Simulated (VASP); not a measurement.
# Li4BeNbP3 (P-43m) in VASP: notebook

Runs on Li4BeNbP3. Level: PBE. Tasks: single point, relaxation of cell and atoms.

Program: VASP 6.6.1. These are calculated values, not measurements. Logs are shortened: lines on timing, memory, paths and dates and some standing lists are left out, and cuts for length are marked.

### 1 The cell of the first run

The structure is cubic, space group P-43m (No. 215). Conventional cell: a = 5.437 Å, b = 5.437 Å, c = 5.437 Å, α = 90.00°, β = 90.00°, γ = 90.00°. Within 2.8 Å of Li (site symmetry 3m) lie 1 Be at 2.14 Å and 3 P at 2.43 Å and 1 Nb at 2.57 Å. Be (site symmetry -43m) has 4 Li at 2.14 Å within 2.8 Å. Within 3.4 Å of Nb (site symmetry -43m) lie 4 Li at 2.57 Å and 6 P at 2.72 Å. Within 3.2 Å of P (site symmetry -42m) lie 4 Li at 2.43 Å and 2 Nb at 2.72 Å.

### 2 Single point, PBE

INCAR reads:

```
SYSTEM = Li4BeNbP3
PREC = Accurate
ENCUT = 520
EDIFF = 1E-6
ISMEAR = 0
SIGMA = 0.1
LREAL = .FALSE.
LASPH = .TRUE.
NELM = 100
ALGO = Normal
ISIF = 2
LWAVE = .FALSE.
LCHARG = .FALSE.
GGA = PE
NBANDS = 31
```

KPOINTS reads:

```
regular mesh
0
G
  8 8 8
  0 0 0
```

POSCAR reads:

```
Li4BeNbP3
1.0
    5.4371942845      0.0000000000      0.0000000000
    0.0000000000      5.4371942845      0.0000000000
    0.0000000000      0.0000000000      5.4371942845
Li Be Nb P
4 1 1 3
Direct
    0.2726972060      0.2726972060      0.2726972060
    0.7273027940      0.7273027940      0.2726972060
    0.2726972060      0.7273027940      0.7273027940
    0.7273027940      0.2726972060      0.7273027940
    0.5000000000      0.5000000000      0.5000000000
    0.0000000000      0.0000000000      0.0000000000
    0.0000000000      0.5000000000      0.0000000000
    0.0000000000      0.0000000000      0.5000000000
    0.5000000000      0.0000000000      0.0000000000
```

Potentials or basis: VASP PAW PBE potentials, release 64 (Li_sv, Be, Nb_sv, P).

Started as:

```console
$ cat potpaw_PBE.64/Li_sv/POTCAR potpaw_PBE.64/Be/POTCAR potpaw_PBE.64/Nb_sv/POTCAR potpaw_PBE.64/P/POTCAR > POTCAR
$ mpirun -np 1 vasp_std > vasp.out
```

OUTCAR:

```text
SYSTEM = Li4BeNbP3
   PREC = Accurate
   ENCUT = 520
   EDIFF = 1E-6
   ISMEAR = 0
   LREAL = .FALSE.
   LASPH = .TRUE.
   NELM = 100
   ISIF = 2
   GGA = PE

 ion  position               nearest neighbor table
   1  0.273  0.273  0.273-   5 2.14   7 2.43   8 2.43   9 2.43   6 2.57
   2  0.727  0.727  0.273-   5 2.14   7 2.43   8 2.43   9 2.43   6 2.57
   3  0.273  0.727  0.727-   5 2.14   7 2.43   8 2.43   9 2.43   6 2.57
   4  0.727  0.273  0.727-   5 2.14   7 2.43   8 2.43   9 2.43   6 2.57
   5  0.500  0.500  0.500-   1 2.14   2 2.14   3 2.14   4 2.14
   6  0.000  0.000  0.000-   1 2.57   2 2.57   3 2.57   4 2.57   7 2.72   8 2.72   9 2.72   8 2.72
                             7 2.72   9 2.72
   7  0.000  0.500  0.000-   1 2.43   2 2.43   3 2.43   4 2.43   6 2.72   6 2.72
   8  0.000  0.000  0.500-   1 2.43   2 2.43   3 2.43   4 2.43   6 2.72   6 2.72
   9  0.500  0.000  0.000-   1 2.43   2 2.43   3 2.43   4 2.43   6 2.72   6 2.72

  LATTYP: Found a simple cubic cell.
 ALAT       =     5.4371942845

  Lattice vectors:

 A1 = (   5.4371942845,   0.0000000000,   0.0000000000)
 A2 = (   0.0000000000,   5.4371942845,   0.0000000000)
 A3 = (   0.0000000000,   0.0000000000,   5.4371942845)

Analysis of symmetry for initial positions (statically):
=====================================================================
 Subroutine PRICEL returns:
 Original cell was already a primitive cell.

 Routine SETGRP: Setting up the symmetry group for a
 simple cubic supercell.

 Subroutine GETGRP returns: Found 24 space group operations
 (whereof 24 operations were pure point group operations)
 out of a pool of 48 trial point group operations.

The static configuration has the point symmetry T_d .

Analysis of symmetry for dynamics (positions and initial velocities):
=====================================================================
 Subroutine PRICEL returns:
 Original cell was already a primitive cell.

 Routine SETGRP: Setting up the symmetry group for a
 simple cubic supercell.

 Subroutine GETGRP returns: Found 24 space group operations
 (whereof 24 operations were pure point group operations)
 out of a pool of 48 trial point group operations.

The dynamic configuration has the point symmetry T_d .

 Subroutine INISYM returns: Found 24 space group operations
 (whereof 24 operations are pure point group operations),
 and found     1 'primitive' translations

[... 114 lines left out ...]
   ISIF   =      2    stress and relaxation
   ISYM   =      2    0-nonsym 1-usesym 2-fastsym
   POTIM  = 0.5000    time-step for ionic-motion
   TEBEG  =    0.0;   TEEND  =   0.0 temperature during run
   PSTRESS=    0.0 pullay stress
   NELECT =      42.0000    total number of electrons
   NUPDOWN=      -1.0000    fix difference up-down
   EMIN   =  10.00;   EMAX   =-10.00  energy-range for DOS
   EFERMI =   0.00;   METHOD = LEGACY
   ISMEAR =     0;   SIGMA  =   0.10  broadening in eV -4-tet -1-fermi 0-gaus
   EFERMI_NEDOS =   21; number of points for ismear=-14 and -15
   IALGO  =     38    algorithm
   IMIX   =      4    mixing-type and parameters
     AMIX     =   0.40;   BMIX     =  1.00
     AMIX_MAG =   1.60;   BMIX_MAG =  1.00
  volume/ion in A,a.u.               =      17.86       120.53
  Fermi-wavevector in a.u.,A,eV,Ry     =   1.046606  1.977798 14.903596  1.095383
  Thomas-Fermi vector in A             =   2.181451
   LORBIT       =      0    0 simple, 1 ext, 2 COOP (PROOUT), +10 PAW based schemes
   GGA     = PE    functional components
   LHFCALC =     F    Hartree Fock is set to
   AEXX    =    0.0000 exact exchange contribution
   IVDW    =     0    specifies the selected vdW correction
   LEPSILON=     F    determine dielectric tensor
   LRPA    =     F    only Hartree local field effects (RPA)
 non-spin polarized calculation
 Gauss-broadening in eV      SIGMA  =   0.10
  energy-cutoff  :      520.00
  volume of cell :      160.74
 maximum number of plane-waves:      4385
   NGX = 21   NGY = 21   NGZ = 21

 number of electron      42.0000005 magnetization

 Free energy of the ion-electron system (eV)
  ---------------------------------------------------
  ext. energy  EPLUGINS =         0.00000000
  ---------------------------------------------------
  free energy    TOTEN  =       -34.92346923 eV

  energy without entropy =      -34.89447094  energy(sigma->0) =      -34.90897009

 E-fermi :   3.4980     XC(G=0):  -8.8970

 val. band max:        3.4800220536   @ k =   0.3750   0.3750   0.2500
 cond. band min:       3.5215148897   @ k =   0.1250   0.1250   0.1250
 fundamental gap:      0.0414928361
 Fermi energy:         3.4979841534

 k-point     1 :       0.0000    0.0000    0.0000
  band No.  band energies     occupation
      1     -52.2187      2.00000
      2     -41.9562      2.00000
      3     -41.9542      2.00000
      4     -41.9542      2.00000
      5     -41.9542      2.00000
      6     -28.2362      2.00000
[... 805 lines left out ...]
     30       9.3311      0.00000
     31       9.5508      0.00000

 [... further k-points ...]

------------------------ aborting loop because EDIFF is reached ----------------------------------------

  FORCE on cell =-STRESS in cart. coord.  units (eV):
  Direction    XX          YY          ZZ          XY          YZ          ZX
  --------------------------------------------------------------------------------------
  -------------------------------------------------------------------------------------
  Total       -0.0392691     -0.0392691     -0.0392691      0.0000000     -0.0000000      0.0000000
  in kB       -0.3914146     -0.3914146     -0.3914146      0.0000000     -0.0000000      0.0000000
  external PRESSURE =      -0.3914146 kB  Pullay stress =       0.0000000 kB

 VOLUME and BASIS-vectors are now :
 -----------------------------------------------------------------------------
  energy-cutoff  :      520.00
  volume of cell :      160.74
      direct lattice vectors                 reciprocal lattice vectors
     5.437194285  0.000000000  0.000000000     0.183918387  0.000000000  0.000000000
     0.000000000  5.437194285  0.000000000     0.000000000  0.183918387  0.000000000
     0.000000000  0.000000000  5.437194285     0.000000000  0.000000000  0.183918387

 POSITION                                       TOTAL-FORCE (eV/Angst)
 -----------------------------------------------------------------------------------
      1.48271      1.48271      1.48271         0.000354      0.000354      0.000354
      3.95449      3.95449      1.48271        -0.000354     -0.000354      0.000354
      1.48271      3.95449      3.95449         0.000354     -0.000354     -0.000354
      3.95449      1.48271      3.95449        -0.000354      0.000354     -0.000354
      2.71860      2.71860      2.71860        -0.000000     -0.000000     -0.000000
      0.00000      0.00000      0.00000         0.000000     -0.000000     -0.000000
      0.00000      2.71860      0.00000         0.000000     -0.000000     -0.000000
      0.00000      0.00000      2.71860        -0.000000     -0.000000     -0.000000
      2.71860      0.00000      0.00000        -0.000000     -0.000000     -0.000000
 -----------------------------------------------------------------------------------
    total drift:                               -0.000000     -0.000000     -0.000000

  FREE ENERGIE OF THE ION-ELECTRON SYSTEM (eV)
  ---------------------------------------------------
  free  energy   TOTEN  =       -34.9234692318 eV

  energy  without entropy=      -34.8944709436  energy(sigma->0) =      -34.90897009
```

Wall time 96 s (1 thread of Intel Xeon 6975P-C (Granite Rapids), shared host); peak memory 0.33 GiB.

Results:

* Free energy: -34.9235 eV
* Band gap on the k mesh: zero (band 21 reaches 3.81 eV, above the bottom of band 22 at 2.90 eV)

Levels at points of the mesh, in eV from the Fermi level:
| k point | band 17 | band 18 | band 19 | band 20 | band 21 | band 22 | band 23 | band 24 | band 25 | band 26 |
| --- | --- | --- | --- | --- | --- | --- | --- | --- | --- | --- |
| (0.00, 0.00, 0.00) | -1.01 | -1.01 | -0.71 | -0.71 | -0.71 | -0.37 | -0.37 | -0.37 | 0.99 | 0.99 |
| (0.50, 0.00, 0.00) | -2.25 | -1.61 | -0.89 | -0.40 | -0.40 | -0.22 | 0.12 | 0.69 | 0.69 | 1.04 |
| (0.50, 0.50, 0.00) | -2.28 | -1.81 | -1.81 | -1.65 | 0.25 | 0.73 | 1.22 | 1.22 | 1.42 | 1.55 |
| (0.50, 0.50, 0.50) | -3.11 | -2.93 | 0.31 | 0.31 | 0.31 | 0.39 | 0.39 | 0.39 | 2.80 | 2.80 |

Caveat: the cutoff is under 1.25 times the usual one of these potentials, so pressure, stress and relaxed cells hold a basis-set (Pulay) error.

### 3 Relaxation of cell and atoms, PBE

This run uses another cell than the first one, of 17.81 Å³/atom, 0.997 times its volume.

INCAR reads:

```
ALGO = Normal
EDIFF = 1E-6
EDIFFG = -0.01
ENCUT = 600
GGA = PE
IBRION = 2
ISIF = 3
ISMEAR = 0
LASPH = T
LCHARG = F
LREAL = F
LWAVE = F
NELM = 100
NSW = 100
PREC = Accurate
SIGMA = 0.1
```

KPOINTS reads:

```
k-points
0
Gamma
  8 8 8
```

POSCAR reads:

```
Li4BeNbP3
1.0
    5.4317304963      0.0000000000      0.0000000000
    0.0000000000      5.4317304963      0.0000000000
    0.0000000000      0.0000000000      5.4317304963
Li Be Nb P
4 1 1 3
Direct
    0.2726650826      0.2726650826      0.2726650826
    0.7273349174      0.7273349174      0.2726650826
    0.2726650826      0.7273349174      0.7273349174
    0.7273349174      0.2726650826      0.7273349174
    0.5000000000      0.5000000000      0.5000000000
    0.0000000000      0.0000000000      0.0000000000
    0.0000000000      0.5000000000      0.0000000000
    0.0000000000      0.0000000000      0.5000000000
    0.5000000000      0.0000000000      0.0000000000
```

Potentials or basis: VASP PAW PBE potentials, release 64 (Li_sv, Be, Nb_sv, P).

Started as:

```console
$ cat potpaw_PBE.64/Li_sv/POTCAR potpaw_PBE.64/Be/POTCAR potpaw_PBE.64/Nb_sv/POTCAR potpaw_PBE.64/P/POTCAR > POTCAR
$ mpirun -np 1 vasp_std > vasp.out
```

It took 3 min on 1 thread of Intel Xeon 6975P-C (Granite Rapids), shared host; peak memory 0.45 GiB.

Results (log left out):

```yaml
Free_energy: -34.9248 eV
Relaxed_volume: 17.84 Å³/atom
Relaxed_cell: a = 5.435 Å, b = 5.435 Å, c = 5.435 Å, α = 90.00°, β = 90.00°, γ = 90.00°
Space_group_after_relaxing_to_0.05_Å: P-43m (No. 215)
Energy_gained_by_relaxing: 0.0 meV/atom
Ionic_steps: 2
Pressure_after_relaxing: 0.0 GPa
Band_gap_on_the_k_mesh: zero (band 21 reaches 3.82 eV, above the bottom of band 22 at 2.91 eV)
```

The path:
```
step  energy change (eV)  largest force (eV/Å)  pressure (GPa)  volume (Å³)
   1              0.0000                0.0096            0.11       160.26
   2             -0.0001                0.0014            0.01       160.54
```

Final structure:
```xyz
9
Lattice="5.4349 0.0000 0.0000 0.0000 5.4349 0.0000 0.0000 0.0000 5.4349" Properties=species:S:1:pos:R:3 pbc="T T T"
Li    1.4822    1.4822    1.4822
Li    3.9527    3.9527    1.4822
Li    1.4822    3.9527    3.9527
Li    3.9527    1.4822    3.9527
Be    2.7174    2.7174    2.7174
Nb    0.0000    5.4349    5.4349
P     0.0000    2.7174    5.4349
P     0.0000    5.4349    2.7174
P     2.7174    5.4349    5.4349
```

Levels at points of the mesh, in eV from the Fermi level:
| k point | band 17 | band 18 | band 19 | band 20 | band 21 | band 22 | band 23 | band 24 | band 25 | band 26 |
| --- | --- | --- | --- | --- | --- | --- | --- | --- | --- | --- |
| (0.00, 0.00, 0.00) | -1.01 | -1.01 | -0.71 | -0.71 | -0.71 | -0.37 | -0.37 | -0.37 | 0.99 | 0.99 |
| (0.50, 0.00, 0.00) | -2.26 | -1.62 | -0.90 | -0.40 | -0.40 | -0.22 | 0.12 | 0.69 | 0.69 | 1.04 |
| (0.50, 0.50, 0.00) | -2.28 | -1.81 | -1.81 | -1.65 | 0.25 | 0.73 | 1.22 | 1.22 | 1.43 | 1.55 |
| (0.50, 0.50, 0.50) | -3.11 | -2.93 | 0.31 | 0.31 | 0.31 | 0.39 | 0.39 | 0.39 | 2.81 | 2.81 |

Caveat: the cutoff is under 1.25 times the usual one of these potentials, so pressure, stress and relaxed cells hold a basis-set (Pulay) error.

### 4 Single point, PBE

INCAR reads:

```
  PREC = Accurate
  ENCUT = 520
  EDIFF = 1E-7
  ISMEAR = 0
  SIGMA = 0.1
  LREAL = F
  LASPH = T
  NELM = 100
  ALGO = Normal
  ISIF = 2
  LWAVE = F
  LCHARG = F
  GGA = PE
  NBANDS = 31
```

KPOINTS reads:

```
regular mesh
0
Gamma
  8 8 8
```

POSCAR reads:

```
Li4BeNbP3
1.0
    5.4371942845      0.0000000000      0.0000000000
    0.0000000000      5.4371942845      0.0000000000
    0.0000000000      0.0000000000      5.4371942845
Li Be Nb P
4 1 1 3
Direct
    0.2726972060      0.2726972060      0.2726972060
    0.7273027940      0.7273027940      0.2726972060
    0.2726972060      0.7273027940      0.7273027940
    0.7273027940      0.2726972060      0.7273027940
    0.5000000000      0.5000000000      0.5000000000
    0.0000000000      0.0000000000      0.0000000000
    0.0000000000      0.5000000000      0.0000000000
    0.0000000000      0.0000000000      0.5000000000
    0.5000000000      0.0000000000      0.0000000000
```

Potentials or basis: VASP PAW PBE potentials, release 64 (Li_sv, Be, Nb_sv, P).

Started as:

```console
$ cat potpaw_PBE.64/Li_sv/POTCAR potpaw_PBE.64/Be/POTCAR potpaw_PBE.64/Nb_sv/POTCAR potpaw_PBE.64/P/POTCAR > POTCAR
$ mpirun -np 1 vasp_std > vasp.out
```

OUTCAR:

```text
PREC = Accurate
   ENCUT = 520
   EDIFF = 1E-7
   ISMEAR = 0
   LREAL = F
   LASPH = T
   NELM = 100
   ISIF = 2
   GGA = PE

 ion  position               nearest neighbor table
   1  0.273  0.273  0.273-   5 2.14   7 2.43   8 2.43   9 2.43   6 2.57
   2  0.727  0.727  0.273-   5 2.14   7 2.43   8 2.43   9 2.43   6 2.57
   3  0.273  0.727  0.727-   5 2.14   7 2.43   8 2.43   9 2.43   6 2.57
   4  0.727  0.273  0.727-   5 2.14   7 2.43   8 2.43   9 2.43   6 2.57
   5  0.500  0.500  0.500-   1 2.14   2 2.14   3 2.14   4 2.14
   6  0.000  0.000  0.000-   1 2.57   2 2.57   3 2.57   4 2.57   7 2.72   8 2.72   9 2.72   8 2.72
                             7 2.72   9 2.72
[... 1034 lines left out ...]
  external PRESSURE =      -0.4044409 kB  Pullay stress =       0.0000000 kB

 VOLUME and BASIS-vectors are now :
 -----------------------------------------------------------------------------
  energy-cutoff  :      520.00
  volume of cell :      160.74
      direct lattice vectors                 reciprocal lattice vectors
     5.437194285  0.000000000  0.000000000     0.183918387  0.000000000  0.000000000
     0.000000000  5.437194285  0.000000000     0.000000000  0.183918387  0.000000000
     0.000000000  0.000000000  5.437194285     0.000000000  0.000000000  0.183918387

 POSITION                                       TOTAL-FORCE (eV/Angst)
 -----------------------------------------------------------------------------------
      1.48271      1.48271      1.48271         0.000353      0.000353      0.000353
      3.95449      3.95449      1.48271        -0.000353     -0.000353      0.000353
      1.48271      3.95449      3.95449         0.000353     -0.000353     -0.000353
      3.95449      1.48271      3.95449        -0.000353      0.000353     -0.000353
      2.71860      2.71860      2.71860         0.000000     -0.000000     -0.000000
      0.00000      0.00000      0.00000         0.000000     -0.000000     -0.000000
      0.00000      2.71860      0.00000         0.000000     -0.000000     -0.000000
      0.00000      0.00000      2.71860         0.000000     -0.000000      0.000000
      2.71860      0.00000      0.00000         0.000000     -0.000000      0.000000
 -----------------------------------------------------------------------------------
    total drift:                               -0.000000     -0.000000     -0.000000

  FREE ENERGIE OF THE ION-ELECTRON SYSTEM (eV)
  ---------------------------------------------------
  free  energy   TOTEN  =       -34.9234692325 eV

  energy  without entropy=      -34.8944702136  energy(sigma->0) =      -34.90896972
```

OSZICAR:

```text
N       E                     dE             d eps       ncg     rms          rms(c)
DAV:   1     0.300424673918E+03    0.30042E+03   -0.18300E+04  2170   0.132E+03
DAV:   2    -0.360689139343E+00   -0.30079E+03   -0.28810E+03  2581   0.368E+02
DAV:   3    -0.324772535480E+02   -0.32117E+02   -0.31400E+02  3476   0.921E+01
DAV:   4    -0.383196311776E+02   -0.58424E+01   -0.57649E+01  3960   0.369E+01
DAV:   5    -0.387366067610E+02   -0.41698E+00   -0.41687E+00  3406   0.828E+00    0.106E+01
DAV:   6    -0.376166146745E+02    0.11200E+01   -0.30812E+01  3222   0.204E+01    0.110E+01
DAV:   7    -0.351943589134E+02    0.24223E+01   -0.21936E+01  3348   0.198E+01    0.473E+00
DAV:   8    -0.349495066913E+02    0.24485E+00   -0.15195E+00  3177   0.574E+00    0.137E+00
DAV:   9    -0.349213354308E+02    0.28171E-01   -0.20705E-01  2982   0.178E+00    0.486E-01
DAV:  10    -0.349230047486E+02   -0.16693E-02   -0.13799E-02  3636   0.639E-01    0.420E-01
DAV:  11    -0.349244665539E+02   -0.14618E-02   -0.12313E-02  3201   0.618E-01    0.271E-01
DAV:  12    -0.349234440650E+02    0.10225E-02   -0.36299E-03  3272   0.359E-01    0.340E-02
DAV:  13    -0.349234597920E+02   -0.15727E-04   -0.16907E-04  2798   0.689E-02    0.177E-02
DAV:  14    -0.349234699787E+02   -0.10187E-04   -0.51756E-05  2949   0.301E-02    0.120E-02
DAV:  15    -0.349234685249E+02    0.14539E-05   -0.10640E-05  3426   0.134E-02    0.363E-03
DAV:  16    -0.349234692738E+02   -0.74894E-06   -0.72520E-07  2949   0.446E-03    0.149E-03
DAV:  17    -0.349234692325E+02    0.41319E-07   -0.17476E-07  1786   0.228E-03
   1 F= -.34923469E+02 E0= -.34908970E+02  d E =-.289990E-01
```

stdout:

```text
POSCAR found type information on POSCAR LiBeNbP
 POSCAR found :  4 types and       9 ions
 scaLAPACK will be used
 LDA part: xc-table for (Slater+PW92), standard interpolation
 POSCAR, INCAR and KPOINTS ok, starting setup
 FFT: planning ... GRIDC
 FFT: planning ... GRID_SOFT
 FFT: planning ... GRID
 WAVECAR not read
 entering main loop
```

Wall time 91 s (1 thread of Intel Xeon 6975P-C (Granite Rapids), shared host); peak memory 0.34 GiB.

Results:

* Free energy: -34.9235 eV
* Band gap on the k mesh: zero (band 21 reaches 3.81 eV, above the bottom of band 22 at 2.90 eV)

Caveat: the cutoff is under 1.25 times the usual one of these potentials, so pressure, stress and relaxed cells hold a basis-set (Pulay) error.

[end of part 1 of 2]
